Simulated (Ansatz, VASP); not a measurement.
**One calculation of Cd2C, two programs**

```
CELL_PARAMETERS angstrom
3.85716 0.00000 0.00000
-1.92858 3.34040 0.00000
0.00000 0.00000 4.65834
ATOMIC_POSITIONS crystal
Cd 0.33333 0.66667 0.04353
Cd 0.66667 0.33333 0.04353
C 0.00000 0.00000 0.76334
```

Alike in both runs: task single point; functional PBE; k mesh 6 × 6 × 4; occupations gaussian, width 0.1 eV; no spin polarisation.

|  | VASP | Ansatz |
| --- | --- | --- |
| version | VASP 6.6.1 | Ansatz 0.2.0 |
| potentials or method | VASP PAW PBE potentials, release 64 (Cd_sv_GW, C), cutoff 700 eV | scalar-relativistic, plane waves, PAW |
| valence electrons in the cell | 44 | 44 |

Ansatz gave:

```
gap on the k mesh at the Fermi level (eV) : none
rms of the force components (eV/Å)        : 0.686
```

Which values does VASP return?

gap on the k mesh at the Fermi level (eV): none; rms of the force components (eV/Å): 0.684.

Atom by atom the forces differ by 0.002 eV/Å (rms over components). A gap of «none» marks a metal or a gap that the smearing closes. The functional is the same, so the differences come from potentials, cutoffs and numerics.
